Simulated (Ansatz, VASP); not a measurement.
**One calculation of Mn, two programs**

```xyz
1
Lattice="-1.3949 1.3949 1.3949 1.3949 -1.3949 1.3949 1.3949 1.3949 -1.3949" Properties=species:S:1:pos:R:3 pbc="T T T"
Mn    0.0000    0.0000    0.0000
```

Alike in both runs: task single point; functional r2SCAN; k mesh 20 × 20 × 20; occupations gaussian, width 0.05 eV; collinear spin.

|  | VASP | Ansatz |
| --- | --- | --- |
| version | VASP 6.6.1 | Ansatz 0.2.0 |
| potentials or method | VASP PAW PBE potentials, release 64 (Mn_sv), cutoff 750 eV | scalar-relativistic, plane waves, PAW |
| valence electrons in the cell | 15 | 15 |

VASP gave:

- gap on the k mesh at the Fermi level (eV): none
- pressure (GPa): -2.9
- traceless stress, the component that is largest in VASP (GPa): 0.00
- net moment per atom (μB): 1.08
- size of the moment on the site where the two differ most (μB): 1.12

Problem. Estimate Ansatz's values.

Solution. gap on the k mesh at the Fermi level (eV): none; pressure (GPa): 0.0; traceless stress, the component that is largest in VASP (GPa): 0.87; net moment per atom (μB): 1.07; size of the moment on the site where the two differ most (μB): 1.11.

VASP's potentials were made for PBE, not for r2SCAN. Site moments also hang on the region over which each program counts them. A gap of «none» marks a metal or a gap that the smearing closes. Ansatz's warnings: stability check not made.
